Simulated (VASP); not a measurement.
Pt, 3 atoms in the cell. Symmetry: P6/mmm, No. 191, hexagonal system. The conventional cell has a = 4.119 Å, b = 4.119 Å, c = 2.454 Å, α = 90.00°, β = 90.00°, γ = 120.00°. Pt (site symmetry 6/mmm) has 14 Pt at 2.45 to 2.68 Å within 3.2 Å. Pt (site symmetry -6m2) has 11 Pt at 2.38 to 2.68 Å within 3.1 Å. 

```yaml
Program: VASP 6.6.1
Task: relaxation of shape and atoms at fixed volume
Functional: PBE
Potentials_or_basis: VASP PAW PBE potentials, release 64 (Pt)
Cutoff: 600 eV
k_mesh: 9 × 9 × 12
Occupations: fermi-dirac, width 0.08 eV
Spin: no spin polarisation
Dipole_correction: no
Further_INCAR_settings: ALGO = Normal; EDIFF = 1e-06; IBRION = 2; EDIFFG = -0.005; NSW = 50; ISIF = 4
```

Potentials or basis: VASP PAW PBE potentials, release 64 (Pt).

Launch:

```bash
$ cat potpaw_PBE.64/Pt/POTCAR > POTCAR
$ mpirun -np 1 vasp_std > vasp.out
```

Hardware: 1 thread of Intel(R) Xeon(R) 6975P-C (Granite Rapids), with other jobs on the host.

**Question.** How long does it take, and how much memory?

**Answer.** It took 28 s on 1 thread of Intel(R) Xeon(R) 6975P-C (Granite Rapids) (shared host), peak memory 0.2 GiB. Counts: scf iterations 13, k points 84, ion steps 1.
